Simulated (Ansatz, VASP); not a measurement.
## NaCl in VASP and in Ansatz

```xyz
2
Lattice="3.4472 0.0000 0.0000 0.0000 3.4472 0.0000 0.0000 0.0000 3.4472" Properties=species:S:1:pos:R:3 pbc="T T T"
Na    0.0000    0.0000    0.0000
Cl    1.7236    1.7236    1.7236
```

Alike in both runs: functional PBEsol; k mesh 6 × 6 × 6; occupations gaussian, width 0.02 eV; no spin polarisation.

Ansatz relaxed the structure, and its values are those at the end. VASP's run is a single point on that final structure, the one shown.

|  | VASP | Ansatz |
| --- | --- | --- |
| version | VASP 6.6.1 | Ansatz 0.2.0 |
| potentials or method | VASP PAW PBE potentials, release 64 (Na_pv, Cl), cutoff 520 eV | scalar-relativistic, plane waves, PAW |
| valence electrons in the cell | 14 | 16 |

|  | VASP | Ansatz | Ansatz less VASP |
| --- | --- | --- | --- |
| gap on the k mesh at the Fermi level (eV) | 3.99 | 3.99 | +0.004 |
| least direct gap on the mesh (eV) | 4.53 | 4.54 | +0.003 |
| pressure (GPa) | 0.0 | 0.0 | 0.00 |

VASP's potentials were made for PBE, not for PBEsol. VASP's potentials hold 14 valence electrons a cell and Ansatz's 16, so a difference there can come from the potentials and not from the codes.
